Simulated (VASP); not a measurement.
Here is a VASP 6.6.1 calculation.

File POSCAR:

```
Sn
1.0
   -1.7359942956      1.7359942956      2.2567925842
    1.7359942956     -1.7359942956      2.2567925842
    1.7359942956      1.7359942956     -2.2567925842
Sn
1
Direct
    0.0000000000      0.0000000000      0.0000000000
```

INCAR.step1

```
SYSTEM = Sn
ALGO = Normal
EDIFF = 1E-4
ENCUT = 520
GGA = PE
ISMEAR = 0
LASPH = .TRUE.
LCHARG = .FALSE.
LREAL = .FALSE.
LWAVE = .TRUE.
NBANDS = 13
NELM = 60
PREC = Accurate
SIGMA = 0.15
```

Contents of INCAR.step2:

```
SYSTEM = Sn
ALGO = Normal
EDIFF = 1E-6
ENCUT = 520
ISIF = 2
ISMEAR = 0
ISTART = 1
LASPH = .TRUE.
LCHARG = .TRUE.
LELF = .TRUE.
LMIXTAU = .TRUE.
LREAL = .FALSE.
LVHAR = .TRUE.
LWAVE = .FALSE.
METAGGA = R2SCAN
NBANDS = 13
NELM = 60
PREC = Accurate
SIGMA = 0.15
```

The input KPOINTS:

```
k-points
0
G
  20 20 20
  0 0 0
```

Potentials or basis: VASP PAW PBE potentials, release 64 (Sn_d).

Command:

```console
$ cat potpaw_PBE.64/Sn_d/POTCAR > POTCAR
$ cp INCAR.step1 INCAR
$ mpirun -np 1 vasp_std > vasp.out
$ cp INCAR.step2 INCAR
$ mpirun -np 1 vasp_std > vasp.out
```

(1) Predict the pressure.

(2) Predict the band gap on the k mesh.

Results:

(1) 0.2 GPa.

(2) zero (band 7 reaches 16.14 eV, above the bottom of band 8 at 5.84 eV).

Caveat: the PAW data sets were made with another functional, which shifts forces and pressure a little; spin-orbit coupling is left out, which moves the levels of the heavy elements.
